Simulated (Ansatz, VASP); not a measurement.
## TiSi2 in VASP and in Ansatz

```
Ti Si
1.0
     0.00000    4.11752    4.26290
     2.38951    0.00000    4.26290
     2.38951    4.11752    0.00000
Ti Si
2 4
Direct
  0.75000 0.75000 0.75000
  0.50000 0.50000 0.50000
  0.41257 0.08743 0.41257
  0.08743 0.41257 0.08743
  0.16257 0.83743 0.16257
  0.83743 0.16257 0.83743
```

Alike in both runs: task band structure; functional PBE; k mesh 5 × 5 × 5; occupations fermi-dirac, width 0.05 eV; no spin polarisation.

|  | VASP | Ansatz |
| --- | --- | --- |
| version | VASP 6.6.1 | Ansatz 0.2.0 |
| potentials or method | VASP PAW PBE potentials, release 54 (Ti_sv, Si) | Ansatz PAW |
| plane-wave cutoff (eV) | 600 | 420 |
| valence electrons in the cell | 40 | 40 |

```tsv
	VASP	Ansatz	Ansatz less VASP
gap on the k mesh at the Fermi level (eV)	none	none	-
pressure (GPa)	2.1	2.1	+0.01
traceless stress, the component that is largest in VASP (GPa)	1.52	1.52	+0.001
rms of the force components (eV/Å)	0.016	0.016	-0.0003
```

Atom by atom the forces differ by 0.000 eV/Å (rms over components). A gap of «none» marks a metal or a gap that the smearing closes. The functional is the same, so the differences come from potentials, cutoffs and numerics.
